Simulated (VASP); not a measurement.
A run of VASP 6.6.1 is set up as follows.

Contents of INCAR:

```
PREC = Accurate ; ENCUT = 520
EDIFF = 1E-6 ; ISMEAR = 0
SIGMA = 0.15 ; LREAL = False
LASPH = True ; NELM = 80
ALGO = Normal ; ISIF = 2
LWAVE = False ; LCHARG = False
GGA = PS ; IVDW = 12
NBANDS = 14
```

File KPOINTS:

```
regular mesh
0
Gamma
  18 18 6
```

The input POSCAR:

```
Al
1.0
    2.9330564415      0.0000000000      0.0000000000
   -1.4665282207      2.5401013891      0.0000000000
    0.0000000000      0.0000000000      8.8845212669
Al
4
Direct
    0.0000000000      0.0000000000      0.0000000000
    0.3333333333      0.6666666667      0.2500000000
    0.0000000000      0.0000000000      0.5000000000
    0.6666666667      0.3333333333      0.7500000000
```

Potentials or basis: VASP PAW PBE potentials, release 64 (Al).

The run is started by

```sh
$ cat potpaw_PBE.64/Al/POTCAR > POTCAR
$ mpirun -np 1 vasp_std > vasp.out
```

Problem. What does it give for the dispersion energy per atom?

Solution. -0.316 eV.

Problem. What does it give for the pressure?

Solution. -3.9 GPa.

Problem. Predict the band gap on the k mesh.

Solution. Zero (bands 6 and 7 overlap by 6.72 eV).

Stress tensor (GPa, compression positive):
```
-5.59  0.00  0.00
 0.00 -5.59  0.00
 0.00  0.00 -0.58
```

Caveat: the stress differs along the axes, from -6 to -1 GPa; the PAW data sets were made with another functional, which shifts forces and pressure a little.
